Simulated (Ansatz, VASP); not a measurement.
This is a calculation of MgS for VASP 6.6.1.

INCAR

```
SYSTEM = MgS
  PREC = Accurate
  ENCUT = 600
  EDIFF = 1E-6
  ISMEAR = -1
  SIGMA = 0.05
  LREAL = .False.
  LASPH = .True.
  NELM = 60
  ALGO = Normal
  ISIF = 3
  LWAVE = .False.
  LCHARG = .False.
  GGA = PS
  IBRION = 2
  NSW = 80
  EDIFFG = -0.01
```

The input KPOINTS:

```
Automatic mesh
0
Gamma
  8 8 4
  0 0 0
```

File POSCAR:

```
MgS
1.0
    4.0346224068      0.0000000000      0.0000000000
   -2.0173112034      3.4940854990      0.0000000000
    0.0000000000      0.0000000000      6.4322941800
S Mg
2 2
Direct
    0.6666666667      0.3333333333      0.8792441500
    0.3333333333      0.6666666667      0.3792441500
    0.3333333333      0.6666666667      0.9957548500
    0.6666666667      0.3333333333      0.4957548500
```

Potentials or basis: VASP PAW PBE potentials, release 64 (S, Mg).

Run with:

```bash
$ cat potpaw_PBE.64/S/POTCAR potpaw_PBE.64/Mg/POTCAR > POTCAR
$ mpirun -np 1 vasp_std > vasp.out
```

Set up the same calculation for Ansatz 0.2.0. Potentials there: all-electron LAPW, scalar-relativistic.

As run (the cutoff follows the program's own potentials):

File input.yaml:

```yaml
crystal:
  lattice:
    - [4.0346224068, 0.0, 0.0]
    - [-2.0173112034, 3.494085499, 0.0]
    - [0.0, 0.0, 6.43229418]
  atoms:
    - { symbol: S, position: [0.6666666667, 0.3333333333, 0.87924415] }
    - { symbol: S, position: [0.3333333333, 0.6666666667, 0.37924415] }
    - { symbol: Mg, position: [0.3333333333, 0.6666666667, 0.99575485] }
    - { symbol: Mg, position: [0.6666666667, 0.3333333333, 0.49575485] }
kpoints:
  mp_grid: { grid: [8, 8, 4] }
scf:
  occupations: { method: fermi_dirac, width: 0.05 }
hamiltonian:
  xc: pbesol
  pseudopotentials: { kind: all_electron, lapw: { basis_error: 0.002 } }
output:
  forces: true
  stress: true
relax:
  f_tol: 0.01
  max_steps: 60
  cell: {}
```

Potentials or basis: all-electron LAPW, scalar-relativistic.

Run with:

```bash
$ ansatz run input.yaml --threads 2 --pin off --max-ram 8192MiB --backend cpu --events-out ev --progress --plain --runs-dir out
```

Both were run:

|  | VASP | Ansatz | Ansatz less VASP |
| --- | --- | --- | --- |
| relaxed volume (Å³/atom) | 22.50 | 22.53 | +0.031 |
| relaxed length of the cell vector where the two differ most in proportion (Å) | 6.407 | 6.415 | +0.0084 |

VASP's potentials were made for PBE, not for PBEsol. Ansatz ran all-electron here, and VASP with PAW potentials.
